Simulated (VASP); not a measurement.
# Ti11SnO24 (a cell with a defect) (Rutile) in VASP: single point with PBE

Aim: the single point of Ti11SnO24 (a cell with a defect) (Rutile) with PBE.

All numbers are computed with VASP 6.6.1; they aren't measurements. Logs are shortened: lines on timing, memory, paths and dates and some standing lists are left out, and cuts for length are marked.

## Step 1: The cell of the first run

The cell holds a defect, 36 atoms: a = 6.494 Å, b = 6.494 Å, c = 8.872 Å, α = 90.00°, β = 90.00°, γ = 90.00°.

## Step 2: Single point, PBE

The input, INCAR:

```
  PREC = Accurate
  ENCUT = 520
  EDIFF = 1E-7
  ISMEAR = -1
  SIGMA = 0.01
  LREAL = Auto
  LASPH = True
  NELM = 100
  ALGO = Normal
  ISIF = 2
  LWAVE = False
  LCHARG = False
  GGA = PE
  NBANDS = 169
```

The input, KPOINTS:

```
Automatic mesh
0
Gamma
  3 3 2
```

The input, POSCAR:

```
Ti11SnO24
1.0
    4.5922000000      4.5922000000      0.0000000000
   -4.5922000000      4.5922000000      0.0000000000
    0.0000000000      0.0000000000      8.8722000000
Sn Ti O
1 11 24
Direct
    0.0000000000      0.0000000000      0.0000000000
    0.0000000000      0.0000000000      0.3379844236
    0.0000000000      0.0000000000      0.6620155764
    0.5000000000      0.5000000000      0.0000000000
    0.5000000000      0.5000000000      0.3336004024
    0.5000000000      0.5000000000      0.6663995976
    0.5000000000      0.0000000000      0.1697090931
    0.5000000000      0.0000000000      0.5000000000
    0.5000000000      0.0000000000      0.8302909069
    0.0000000000      0.5000000000      0.1677349850
    0.0000000000      0.5000000000      0.5000000000
    0.0000000000      0.5000000000      0.8322650150
    0.3111749509      0.0000000000      0.0000000000
    0.3043415063      0.0000000000      0.3339594302
    0.3043415063      0.0000000000      0.6660405698
    0.8050117539      0.5000000000      0.0000000000
    0.8032812471      0.5000000000      0.3354784254
    0.8032812471      0.5000000000      0.6645215746
    0.5000000000      0.3044968753      0.1668212567
    0.5000000000      0.3034644555      0.5000000000
    0.5000000000      0.3044968753      0.8331787433
    0.0000000000      0.7980017214      0.1767084919
    0.0000000000      0.8042614445      0.5000000000
    0.0000000000      0.7980017214      0.8232915081
    0.6888250491      0.0000000000      0.0000000000
    0.6956584937      0.0000000000      0.3339594302
    0.6956584937      0.0000000000      0.6660405698
    0.1949882461      0.5000000000      0.0000000000
    0.1967187529      0.5000000000      0.3354784254
    0.1967187529      0.5000000000      0.6645215746
    0.5000000000      0.6955031247      0.1668212567
    0.5000000000      0.6965355445      0.5000000000
    0.5000000000      0.6955031247      0.8331787433
    0.0000000000      0.2019982786      0.1767084919
    0.0000000000      0.1957385555      0.5000000000
    0.0000000000      0.2019982786      0.8232915081
```

Potentials or basis: VASP PAW PBE potentials, release 64 (Sn_d, Ti_sv, O).

The run is started by

```
cat potpaw_PBE.64/Sn_d/POTCAR potpaw_PBE.64/Ti_sv/POTCAR potpaw_PBE.64/O/POTCAR > POTCAR
mpirun -np 1 vasp_std > vasp.out
```

OUTCAR:

```text
PREC = Accurate
   ENCUT = 520
   EDIFF = 1E-7
   ISMEAR = -1
   LREAL = Auto
   LASPH = True
   NELM = 100
   ISIF = 2
   GGA = PE

 ion  position               nearest neighbor table
   1  0.000  0.000  0.000-  13 2.02  25 2.02  24 2.04  22 2.04  34 2.04  36 2.04   2 3.00   3 3.00

   2  0.000  0.000  0.338-  23 1.92  35 1.92  34 1.94  22 1.94  14 1.98  26 1.98   3 2.87   1 3.00

   3  0.000  0.000  0.662-  23 1.92  35 1.92  24 1.94  36 1.94  15 1.98  27 1.98   2 2.87   1 3.00
[... 32 lines left out ...]
  35  0.000  0.196  0.500-   2 1.92   3 1.92  11 1.98
  36  0.000  0.202  0.823-  12 1.94   3 1.94   1 2.04

  LATTYP: Found a simple tetragonal cell.
 ALAT       =     6.4943515211
 C/A-ratio  =     1.3661410183

  Lattice vectors:

 A1 = (   4.5922000000,   4.5922000000,   0.0000000000)
 A2 = (  -4.5922000000,   4.5922000000,   0.0000000000)
 A3 = (   0.0000000000,   0.0000000000,   8.8722000000)

Analysis of symmetry for initial positions (statically):
=====================================================================
 Subroutine PRICEL returns:
 Original cell was already a primitive cell.

 Routine SETGRP: Setting up the symmetry group for a
 simple tetragonal supercell.

 Subroutine GETGRP returns: Found  8 space group operations
 (whereof  8 operations were pure point group operations)
 out of a pool of 16 trial point group operations.

The static configuration has the point symmetry D_2h.

Analysis of symmetry for dynamics (positions and initial velocities):
=====================================================================
 Subroutine PRICEL returns:
 Original cell was already a primitive cell.

 Routine SETGRP: Setting up the symmetry group for a
 simple tetragonal supercell.

 Subroutine GETGRP returns: Found  8 space group operations
 (whereof  8 operations were pure point group operations)
 out of a pool of 16 trial point group operations.

The dynamic configuration has the point symmetry D_2h.

 Subroutine INISYM returns: Found  8 space group operations
 (whereof  8 operations are pure point group operations),
 and found     1 'primitive' translations

----------------------------------------------------------------------------------------
[... 143 lines left out ...]
   NELM   =    100;   NELMIN=  2; NELMDL= -5     # of ELM steps
   EDIFF  = 0.1E-06   stopping-criterion for ELM
   LREAL  =      T    real-space projection
   EDIFFG = 0.1E-05   stopping-criterion for IOM
   NSW    =      0    number of steps for IOM
   IBRION =     -1    ionic relax: 0-MD 1-quasi-New 2-CG
   NFREE  =      0    steps in history (QN), initial steepest desc. (CG)
   ISIF   =      2    stress and relaxation
   ISYM   =      2    0-nonsym 1-usesym 2-fastsym
   POTIM  = 0.5000    time-step for ionic-motion
   TEBEG  =    0.0;   TEEND  =   0.0 temperature during run
   PSTRESS=    0.0 pullay stress
   NELECT =     290.0000    total number of electrons
   NUPDOWN=      -1.0000    fix difference up-down
   EMIN   =  10.00;   EMAX   =-10.00  energy-range for DOS
   EFERMI =   0.00;   METHOD = LEGACY
   ISMEAR =    -1;   SIGMA  =   0.01  broadening in eV -4-tet -1-fermi 0-gaus
   EFERMI_NEDOS =   21; number of points for ismear=-14 and -15
   IALGO  =     38    algorithm
   IMIX   =      4    mixing-type and parameters
     AMIX     =   0.40;   BMIX     =  1.00
     AMIX_MAG =   1.60;   BMIX_MAG =  1.00
  volume/ion in A,a.u.               =      10.39        70.15
  Fermi-wavevector in a.u.,A,eV,Ry     =   1.503742  2.841659 30.766019  2.261239
  Thomas-Fermi vector in A             =   2.614812
   LORBIT       =      0    0 simple, 1 ext, 2 COOP (PROOUT), +10 PAW based schemes
   GGA     = PE    functional components
   LHFCALC =     F    Hartree Fock is set to
   AEXX    =    0.0000 exact exchange contribution
   IVDW    =     0    specifies the selected vdW correction
   LEPSILON=     F    determine dielectric tensor
   LRPA    =     F    only Hartree local field effects (RPA)
 non-spin polarized calculation
  energy-cutoff  :      520.00
  volume of cell :      374.20
 maximum number of plane-waves:     10086
   NGX = 25   NGY = 25   NGZ = 33

 number of electron     289.9999970 magnetization

 Free energy of the ion-electron system (eV)
  ---------------------------------------------------
  ext. energy  EPLUGINS =         0.00000000
  ---------------------------------------------------
  free energy    TOTEN  =      -313.03086695 eV

  energy without entropy =     -313.03086695  energy(sigma->0) =     -313.03086695

 E-fermi :   5.4706     XC(G=0): -11.4697

 val. band max:        5.1461337429   @ k =   0.0000   0.0000   0.0000
 cond. band min:       6.9869662398   @ k =   0.0000   0.0000   0.0000
 fundamental gap:      1.8408324969
 Fermi energy:         5.4706458817

 k-point     1 :       0.0000    0.0000    0.0000
  band No.  band energies     occupation
      1     -51.7794      2.00000
      2     -51.7712      2.00000
      3     -51.7534      2.00000
      4     -51.7487      2.00000
      5     -51.7437      2.00000
      6     -51.7357      2.00000
[... 1269 lines left out ...]
    156       7.8837      0.00000
    157       7.9007      0.00000
 [bands above 157 left out]

------------------------ aborting loop because EDIFF is reached ----------------------------------------

  FORCE on cell =-STRESS in cart. coord.  units (eV):
  Direction    XX          YY          ZZ          XY          YZ          ZX
  --------------------------------------------------------------------------------------
  -------------------------------------------------------------------------------------
  Total       21.4741388     21.4741388     24.5243396     -0.3140327      0.0000000      0.0000000
  in kB       91.9440079     91.9440079    105.0037954     -1.3445675      0.0000000      0.0000000
  external PRESSURE =      96.2972704 kB  Pullay stress =       0.0000000 kB

 VOLUME and BASIS-vectors are now :
 -----------------------------------------------------------------------------
  energy-cutoff  :      520.00
  volume of cell :      374.20
      direct lattice vectors                 reciprocal lattice vectors
     4.592200000  4.592200000  0.000000000     0.108880275  0.108880275  0.000000000
    -4.592200000  4.592200000  0.000000000    -0.108880275  0.108880275  0.000000000
     0.000000000  0.000000000  8.872200000     0.000000000  0.000000000  0.112711616

 POSITION                                       TOTAL-FORCE (eV/Angst)
 -----------------------------------------------------------------------------------
      0.00000      0.00000      0.00000         0.000000     -0.000000      0.000000
      0.00000      0.00000      2.99867         0.000000     -0.000000      0.005456
      0.00000      0.00000      5.87353         0.000000     -0.000000     -0.005456
      0.00000      4.59220      0.00000         0.000000     -0.000000      0.000000
      0.00000      4.59220      2.95977         0.000000     -0.000000      0.006874
      0.00000      4.59220      5.91243         0.000000     -0.000000     -0.006874
[... 28 lines left out ...]
     -0.89887      0.89887      4.43610        -0.024435      0.024435      0.000000
     -0.92762      0.92762      7.30441        -0.014553      0.014553     -0.013876
 -----------------------------------------------------------------------------------
    total drift:                               -0.000000      0.000000     -0.000000

  FREE ENERGIE OF THE ION-ELECTRON SYSTEM (eV)
  ---------------------------------------------------
  free  energy   TOTEN  =      -313.0308669518 eV

  energy  without entropy=     -313.0308669518  energy(sigma->0) =     -313.03086695
```

OSZICAR:

```text
N       E                     dE             d eps       ncg     rms          rms(c)
DAV:   1     0.521007691837E+04    0.52101E+04   -0.13699E+05  2704   0.214E+03
DAV:   2     0.890732327150E+03   -0.43193E+04   -0.41775E+04  2704   0.678E+02
DAV:   3    -0.276792144149E+03   -0.11675E+04   -0.11121E+04  3408   0.293E+02
[... 13 lines left out ...]
DAV:  17    -0.313030865666E+03   -0.12833E-05   -0.10348E-05  3936   0.105E-02    0.584E-03
DAV:  18    -0.313030866280E+03   -0.61379E-06   -0.26054E-06  3840   0.654E-03    0.158E-03
DAV:  19    -0.313030866610E+03   -0.33055E-06   -0.29813E-07  2504   0.219E-03    0.912E-04
DAV:  20    -0.313030866804E+03   -0.19343E-06   -0.58128E-08  1856   0.121E-03    0.471E-04
DAV:  21    -0.313030866954E+03   -0.15004E-06   -0.31811E-08  1816   0.741E-04    0.267E-04
DAV:  22    -0.313030866952E+03    0.17244E-08   -0.14490E-08  1784   0.497E-04
   1 F= -.31303087E+03 E0= -.31303087E+03  d E =-.297186E-15
```

stdout:

```text
POSCAR found type information on POSCAR SnTiO
 POSCAR found :  3 types and      36 ions
 scaLAPACK will be used
 LDA part: xc-table for (Slater+PW92), standard interpolation
 POSCAR, INCAR and KPOINTS ok, starting setup
 FFT: planning ... GRIDC
 FFT: planning ... GRID_SOFT
 FFT: planning ... GRID
 WAVECAR not read
 entering main loop
```

Run time: 9.3 min. Hardware: 1 thread of Intel Xeon 6975P-C (Granite Rapids), shared host; peak memory 0.58 GiB.

Results:

| Quantity | Value |
| --- | --- |
| Free energy | -313.0309 eV |
| Pressure | 9.6 GPa |
| Largest force | 0.035 eV/Å |
| Band gap on the k mesh | 1.84 eV |

Forces on the atoms (eV/Å):
```
Sn   0.000  0.000  0.000
Ti   0.000  0.000  0.005
Ti   0.000  0.000 -0.005
Ti   0.000  0.000  0.000
Ti   0.000  0.000  0.007
Ti   0.000  0.000 -0.007
Ti   0.000  0.000 -0.007
Ti   0.000  0.000  0.000
Ti   0.000  0.000  0.007
Ti   0.000  0.000  0.005
Ti   0.000  0.000  0.000
Ti   0.000  0.000 -0.005
O   -0.002 -0.002  0.000
O   -0.021 -0.021  0.005
O   -0.021 -0.021 -0.005
O   -0.014 -0.014  0.000
O   -0.017 -0.017 -0.003
O   -0.017 -0.017  0.003
O    0.021 -0.021 -0.002
O    0.015 -0.015  0.000
O    0.021 -0.021  0.002
O    0.015 -0.015  0.014
O    0.024 -0.024  0.000
O    0.015 -0.015 -0.014
O    0.002  0.002  0.000
O    0.021  0.021  0.005
O    0.021  0.021 -0.005
O    0.014  0.014  0.000
O    0.017  0.017 -0.003
O    0.017  0.017  0.003
O   -0.021  0.021 -0.002
O   -0.015  0.015  0.000
O   -0.021  0.021  0.002
O   -0.015  0.015  0.014
O   -0.024  0.024  0.000
O   -0.015  0.015 -0.014
```

Levels at points of the mesh, in eV from the valence-band top:
| k point | band 142 | band 143 | band 144 | band 145 | band 146 | band 147 | band 148 | band 149 |
| --- | --- | --- | --- | --- | --- | --- | --- | --- |
| (0.00, 0.00, 0.00) | -0.77 | -0.50 | -0.49 | 0.00 | 1.84 | 1.91 | 2.05 | 2.21 |
| (0.00, 0.00, 0.50) | -0.71 | -0.63 | -0.21 | -0.16 | 2.23 | 2.26 | 2.28 | 2.36 |

Caveat: spin-orbit coupling is left out, which moves the levels of the heavy elements.
